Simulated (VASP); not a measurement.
# KCl (Fm-3m) in VASP: density of states with PBE

Aim: the density of states of KCl with PBE.

All numbers are computed with VASP 6.6.1; they aren't measurements. Logs are shortened: lines on timing, memory, paths and dates and some standing lists are left out, and cuts for length are marked.

### Step 1. The cell of the first run

It takes space group Fm-3m (No. 225, cubic). The conventional cell has a = 6.381 Å, b = 6.381 Å, c = 6.381 Å, α = 90.00°, β = 90.00°, γ = 90.00°. Within 4.2 Å of K (site symmetry m-3m) lie 6 Cl at 3.19 Å. Within 4.2 Å of Cl (site symmetry m-3m) lie 6 K at 3.19 Å.

### Step 2. Density of states, PBE

File POSCAR:

```
KCl
1.0
    0.0000000000      3.1907444516      3.1907444516
    3.1907444516      0.0000000000      3.1907444516
    3.1907444516      3.1907444516      0.0000000000
K Cl
1 1
Direct
    0.0000000000      0.0000000000      0.0000000000
    0.5000000000      0.5000000000      0.5000000000
```

File INCAR.step1:

```
SYSTEM = KCl
ALGO = Normal ; EDIFF = 1E-6
ENCUT = 520 ; GGA = PE
ISIF = 2 ; ISMEAR = 0
LASPH = .True. ; LCHARG = .True.
LREAL = .False. ; LWAVE = .False.
NBANDS = 15 ; NELM = 60
PREC = Accurate ; SIGMA = 0.05
```

File KPOINTS.step1:

```
k-points
0
Gamma
  10 10 10
  0 0 0
```

File INCAR.step2:

```
SYSTEM = KCl
ALGO = Normal ; EDIFF = 1E-6
ENCUT = 520 ; GGA = PE
ICHARG = 11 ; ISIF = 2
ISMEAR = -5 ; LASPH = .True.
LCHARG = .False. ; LORBIT = 10
LREAL = .False. ; LWAVE = .False.
NEDOS = 1001 ; NELM = 60
PREC = Accurate ; SIGMA = 0.05
```

File KPOINTS.step2:

```
k-points
0
Gamma
  15 15 15
  0 0 0
```

Potentials or basis: VASP PAW PBE potentials, release 64 (K_sv, Cl).

The run is started by

```sh
> cat potpaw_PBE.64/K_sv/POTCAR potpaw_PBE.64/Cl/POTCAR > POTCAR
> cp INCAR.step1 INCAR
> cp KPOINTS.step1 KPOINTS
> mpirun -np 1 vasp_std > vasp.out
> cp INCAR.step2 INCAR
> cp KPOINTS.step2 KPOINTS
> mpirun -np 1 vasp_std > vasp.out
```

OUTCAR:

```text
SYSTEM = KCl
   EDIFF = 1E-6
   ENCUT = 520
   GGA = PE
   ICHARG = 11
   ISIF = 2
   ISMEAR = -5
   LASPH = .True.
   LORBIT = 10
   LREAL = .False.
   NELM = 60
   PREC = Accurate

 ion  position               nearest neighbor table
   1  0.000  0.000  0.000-   2 3.19   2 3.19   2 3.19   2 3.19   2 3.19   2 3.19
   2  0.500  0.500  0.500-   1 3.19   1 3.19   1 3.19   1 3.19   1 3.19   1 3.19

  LATTYP: Found a face centered cubic cell.
 ALAT       =     6.3814889032

  Lattice vectors:

 A1 = (   0.0000000000,   3.1907444516,   3.1907444516)
 A2 = (   3.1907444516,   0.0000000000,   3.1907444516)
 A3 = (   3.1907444516,   3.1907444516,   0.0000000000)

Analysis of symmetry for initial positions (statically):
=====================================================================
 Subroutine PRICEL returns:
 Original cell was already a primitive cell.

 Routine SETGRP: Setting up the symmetry group for a
 face centered cubic supercell.

 Subroutine GETGRP returns: Found 48 space group operations
 (whereof 48 operations were pure point group operations)
 out of a pool of 48 trial point group operations.

The static configuration has the point symmetry O_h .

Analysis of symmetry for dynamics (positions and initial velocities):
=====================================================================
 Subroutine PRICEL returns:
 Original cell was already a primitive cell.

 Routine SETGRP: Setting up the symmetry group for a
 face centered cubic supercell.

 Subroutine GETGRP returns: Found 48 space group operations
 (whereof 48 operations were pure point group operations)
 out of a pool of 48 trial point group operations.

The dynamic configuration has the point symmetry O_h .

 Subroutine INISYM returns: Found 48 space group operations
 (whereof 48 operations are pure point group operations),
 and found     1 'primitive' translations

----------------------------------------------------------------------------------------

                                     Primitive cell

  volume of cell :      64.9690

  direct lattice vectors                    reciprocal lattice vectors
     0.000000000  3.190744452  3.190744452    -0.156703242  0.156703242  0.156703242
     3.190744452  0.000000000  3.190744452     0.156703242 -0.156703242  0.156703242
     3.190744452  3.190744452  0.000000000     0.156703242  0.156703242 -0.156703242

  length of vectors
     4.512394078  4.512394078  4.512394078     0.271417977  0.271417977  0.271417977

  position of ions in fractional coordinates (direct lattice)
     0.000000000  0.000000000  0.000000000
     0.500000000  0.500000000  0.500000000

  ion indices of the primitive-cell ions
   primitive index   ion index
                 1           1
                 2           2

----------------------------------------------------------------------------------------

 KPOINTS: k-points

Automatic generation of k-mesh.
 Grid dimensions read from file:
 generate k-points for:   15   15   15

 Generating k-lattice:

  Cartesian coordinates                     Fractional coordinates (reciprocal lattice)
    -0.010446883  0.010446883  0.010446883     0.066666667  0.000000000  0.000000000
     0.010446883 -0.010446883  0.010446883     0.000000000  0.066666667  0.000000000
     0.010446883  0.010446883 -0.010446883     0.000000000  0.000000000  0.066666667

  Length of vectors
     0.018094532  0.018094532  0.018094532

  Shift w.r.t. Gamma in fractional coordinates (k-lattice)
     0.000000000  0.000000000  0.000000000

 TETIRR: Found    484 inequivalent tetrahedra from    20250

 Subroutine IBZKPT returns following result:
 ===========================================

 Found    120 irreducible k-points:

 Following reciprocal coordinates:
            Coordinates               Weight
  0.000000  0.000000  0.000000      1.000000
  0.066667  0.000000  0.000000      8.000000
  0.133333  0.000000  0.000000      8.000000
  0.200000  0.000000  0.000000      8.000000
  0.266667  0.000000  0.000000      8.000000
  0.333333  0.000000  0.000000      8.000000
[... 16 lines left out ...]
  0.133333  0.133333  0.000000      6.000000
  0.200000  0.133333  0.000000     24.000000
 [... further k-points ...]
   k-points           NKPTS =    120   k-points in BZ     NKDIM =    120   number of bands    NBANDS=     12
   number of dos      NEDOS =   1001   number of ions     NIONS =      2
   total plane-waves  NPLWV =  46656
   dimension x,y,z NGX =    36 NGY =   36 NGZ =   36
   dimension x,y,z NGXF=    72 NGYF=   72 NGZF=   72
   ions per type =               1   1
   NGX,Y,Z   is equivalent  to a cutoff of  13.26, 13.26, 13.26 a.u.
   NGXF,Y,Z  is equivalent  to a cutoff of  26.53, 26.53, 26.53 a.u.
 SYSTEM =  KCl
   PREC   = accura    normal or accurate (medium, high low for compatibility)
   ISTART =      0    job   : 0-new  1-cont  2-samecut
   ICHARG =     11    charge: 1-file 2-atom 10-const
   ISPIN  =      1    spin polarized calculation?
   LNONCOLLINEAR =      F non collinear calculations
   LSORBIT =      F    spin-orbit coupling
   LASPH  =      T    aspherical Exc in radial PAW
   ENCUT  =  520.0 eV  38.22 Ry    6.18 a.u.   8.39  8.39  8.39*2*pi/ulx,y,z
   NELM   =     60;   NELMIN=  2; NELMDL=  0     # of ELM steps
   EDIFF  = 0.1E-05   stopping-criterion for ELM
   LREAL  =      F    real-space projection
   EDIFFG = 0.1E-04   stopping-criterion for IOM
   NSW    =      0    number of steps for IOM
   IBRION =     -1    ionic relax: 0-MD 1-quasi-New 2-CG
   NFREE  =      0    steps in history (QN), initial steepest desc. (CG)
   ISIF   =      2    stress and relaxation
   ISYM   =      2    0-nonsym 1-usesym 2-fastsym
   POTIM  = 0.5000    time-step for ionic-motion
   TEBEG  =    0.0;   TEEND  =   0.0 temperature during run
   PSTRESS=    0.0 pullay stress
   NELECT =      16.0000    total number of electrons
   NUPDOWN=      -1.0000    fix difference up-down
   EMIN   =  10.00;   EMAX   =-10.00  energy-range for DOS
   EFERMI =   0.00;   METHOD = LEGACY
   ISMEAR =    -5;   SIGMA  =   0.05  broadening in eV -4-tet -1-fermi 0-gaus
   EFERMI_NEDOS =   21; number of points for ismear=-14 and -15
   IALGO  =     38    algorithm
   IMIX   =      4    mixing-type and parameters
     AMIX     =   0.40;   BMIX     =  1.00
     AMIX_MAG =   1.60;   BMIX_MAG =  1.00
  volume/ion in A,a.u.               =      32.48       219.22
  Fermi-wavevector in a.u.,A,eV,Ry     =   1.026155  1.939151 14.326844  1.052993
  Thomas-Fermi vector in A             =   2.160033
   LORBIT       =     10    0 simple, 1 ext, 2 COOP (PROOUT), +10 PAW based schemes
   GGA     = PE    functional components
   LHFCALC =     F    Hartree Fock is set to
   AEXX    =    0.0000 exact exchange contribution
   IVDW    =     0    specifies the selected vdW correction
   LEPSILON=     F    determine dielectric tensor
   LRPA    =     F    only Hartree local field effects (RPA)
 non-spin polarized calculation
 Fermi weights with tetrahedron method with Bloechl corrections
  energy-cutoff  :      520.00
  volume of cell :       64.97
 maximum number of plane-waves:      1807
 NGX is ok and might be reduce to    36

 number of electron      15.9999998 magnetization

 Free energy of the ion-electron system (eV)
  ---------------------------------------------------
  ext. energy  EPLUGINS =         0.00000000
  ---------------------------------------------------
  free energy    TOTEN  =        -6.81098506 eV

  energy without entropy =       -6.81098506  energy(sigma->0) =       -6.81098506

 E-fermi :  -1.9974     XC(G=0):  -7.3693

 val. band max:       -2.0034403142   @ k =   0.0000   0.0000   0.0000
 cond. band min:       3.0421142899   @ k =   0.0000   0.0000   0.0000
 fundamental gap:      5.0455546040
 Fermi energy:        -1.9974006032

 k-point     1 :       0.0000    0.0000    0.0000
  band No.  band energies     occupation
      1     -29.3058      2.00000
      2     -14.0756      2.00000
      3     -12.7657      2.00000
      4     -12.7657      2.00000
      5     -12.7657      2.00000
      6      -2.0034      2.00000
      7      -2.0034      2.00000
      8      -2.0034      2.00000
      9       3.0421      0.00000
     10       6.3502      0.00000
     11       6.3502      0.00000
     12       6.3503      0.00000

 k-point     2 :       0.0667    0.0000    0.0000
  band No.  band energies     occupation
      1     -29.3055      2.00000
      2     -14.0842      2.00000
      3     -12.7661      2.00000
      4     -12.7661      2.00000
      5     -12.7551      2.00000
      6      -2.0574      2.00000
      7      -2.0169      2.00000
      8      -2.0169      2.00000
      9       3.1489      0.00000
     10       6.3093      0.00000
     11       6.4041      0.00000
     12       6.4042      0.00000

 k-point     3 :       0.1333    0.0000    0.0000
  band No.  band energies     occupation
      1     -29.3044      2.00000
      2     -14.1076      2.00000
      3     -12.7671      2.00000
      4     -12.7671      2.00000
      5     -12.7260      2.00000
      6      -2.2018      2.00000
      7      -2.0546      2.00000
      8      -2.0546      2.00000
      9       3.4480      0.00000
     10       6.2171      0.00000
     11       6.5631      0.00000
     12       6.5632      0.00000
[... 286 lines left out ...]
 k-point    23 :       0.1333    0.1333    0.0000
  band No.  band energies     occupation
      1     -29.3040      2.00000
      2     -14.1089      2.00000
      3     -12.7734      2.00000
      4     -12.7734      2.00000
      5     -12.7148      2.00000
      6      -2.2754      2.00000
      7      -2.0480      2.00000
      8      -2.0480      2.00000
      9       3.5500      0.00000
     10       5.9057      0.00000
     11       6.7825      0.00000
     12       6.7825      0.00000

 k-point    24 :       0.2000    0.1333    0.0000
  band No.  band energies     occupation
      1     -29.3028      2.00000
      2     -14.1240      2.00000
      3     -12.7770      2.00000
      4     -12.7758      2.00000
      5     -12.6944      2.00000
      6      -2.3978      2.00000
      7      -2.0858      2.00000
      8      -2.0782      2.00000
      9       3.8492      0.00000
     10       5.7560      0.00000
     11       7.0086      0.00000
     12       7.0376      0.00000

 [... further k-points ...]

------------------------ aborting loop because EDIFF is reached ----------------------------------------

  FORCE on cell =-STRESS in cart. coord.  units (eV):
  Direction    XX          YY          ZZ          XY          YZ          ZX
  --------------------------------------------------------------------------------------
  -------------------------------------------------------------------------------------
  Total        0.0051163      0.0051163      0.0051163     -0.0000000     -0.0000000      0.0000000
  in kB        0.1261706      0.1261706      0.1261706     -0.0000000     -0.0000000      0.0000000
  external PRESSURE =       0.1261706 kB  Pullay stress =       0.0000000 kB

 VOLUME and BASIS-vectors are now :
 -----------------------------------------------------------------------------
  energy-cutoff  :      520.00
  volume of cell :       64.97
      direct lattice vectors                 reciprocal lattice vectors
     0.000000000  3.190744452  3.190744452    -0.156703242  0.156703242  0.156703242
     3.190744452  0.000000000  3.190744452     0.156703242 -0.156703242  0.156703242
     3.190744452  3.190744452  0.000000000     0.156703242  0.156703242 -0.156703242

 POSITION                                       TOTAL-FORCE (eV/Angst)
 -----------------------------------------------------------------------------------
      0.00000      0.00000      0.00000         0.000000      0.000000      0.000000
      3.19074      3.19074      3.19074        -0.000000     -0.000000     -0.000000
 -----------------------------------------------------------------------------------
    total drift:                                0.000000      0.000000      0.000000

  FREE ENERGIE OF THE ION-ELECTRON SYSTEM (eV)
  ---------------------------------------------------
  free  energy   TOTEN  =        -6.8109850552 eV

  energy  without entropy=       -6.8109850552  energy(sigma->0) =       -6.81098506

 total charge

# of ion       s       p       d       tot
------------------------------------------
    1        1.956   5.581   0.022   7.560
    2        1.588   3.565   0.000   5.153
--------------------------------------------------
tot          3.544   9.147   0.022  12.713
```

It took 2.2 min on 1 thread of AMD EPYC 9R45 (Zen 5), shared host; peak memory 0.22 GiB.

Results:

* Valence electrons inside the program's atomic spheres: K 7.56; Cl 5.15
